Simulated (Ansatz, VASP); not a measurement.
Ni: VASP beside Ansatz

INCAR

```
ALGO     = Normal         # electronic algorithm
EDIFF    = 1E-6           # SCF threshold, eV
ENCUT    = 520            # plane-wave cutoff, eV
GGA      = PE             # functional
ISIF     = 2              # what is computed and relaxed
ISMEAR   = -1             # smearing method
ISPIN    = 2              # spin polarisation
LASPH    = T              # aspherical terms in the spheres
LCHARG   = T              # write CHGCAR
LELF     = T              # ELF
LMAXMIX  = 4              # l up to which the mixer works
LORBIT   = 11             # projections on sites
LREAL    = F              # projectors in reciprocal space
LVHAR    = T            
LWAVE    = F              # write WAVECAR
MAGMOM   = 2 2            # initial moments
NBANDS   = 21             # bands
NELM     = 150            # most SCF steps
PREC     = Accurate       # precision mode
SIGMA    = 0.1            # smearing width, eV
```

The input KPOINTS:

```
k-points
0
Gamma
  12 12 12
```

The input POSCAR:

```
Ni
1.0
    3.5347000000      1.7673500000      1.7673500000
    1.7673500000      3.5347000000      1.7673500000
    1.7673500000      1.7673500000      3.5347000000
Ni
2
Direct
    0.0000000000      0.0000000000      0.0000000000
    0.5000000000      0.5000000000      0.5000000000
```

Input for Ansatz:

```yaml
crystal:
  lattice:
    - [3.5347, 1.76735, 1.76735]
    - [1.76735, 3.5347, 1.76735]
    - [1.76735, 1.76735, 3.5347]
  atoms:
    - { symbol: Ni, position: [0.0, 0.0, 0.0], spin: 2.0 }
    - { symbol: Ni, position: [0.5, 0.5, 0.5], spin: 2.0 }
magnetization:
  spin_polarized: true
hamiltonian:
  xc: pbe
  pseudopotentials: { kind: paw }
basis:
  ecutwfc: 420
kpoints:
  mp_grid: { grid: [12, 12, 12] }
scf:
  occupations: { method: fermi_dirac, width: 0.1 }
output:
  forces: true
  stress: true
```

Alike in both runs: task single point; functional PBE; k mesh 12 × 12 × 12; occupations fermi-dirac, width 0.1 eV; collinear spin.

|  | VASP | Ansatz |
| --- | --- | --- |
| version | VASP 6.6.1 | Ansatz 0.2.0 |
| potentials or method | VASP PAW PBE potentials, release 64 (Ni), cutoff 520 eV | PAW, plane waves, scalar-relativistic |
| valence electrons in the cell | 20 | 36 |

Ansatz gave:

```
pressure (GPa)                                                : -2.2
traceless stress, the component that is largest in VASP (GPa) : -0.07
net moment per atom (μB)                                      : 0.64
size of the moment on the site where the two differ most (μB) : 0.68
```

**Question.** Estimate VASP's values.

**Answer.** Pressure (GPa): -2.2; traceless stress, the component that is largest in VASP (GPa): -0.06; net moment per atom (μB): 0.63; size of the moment on the site where the two differ most (μB): 0.64.

Site moments also hang on the region over which each program counts them. VASP's potentials hold 20 valence electrons a cell and Ansatz's 36, so a difference there can come from the potentials and not from the codes.
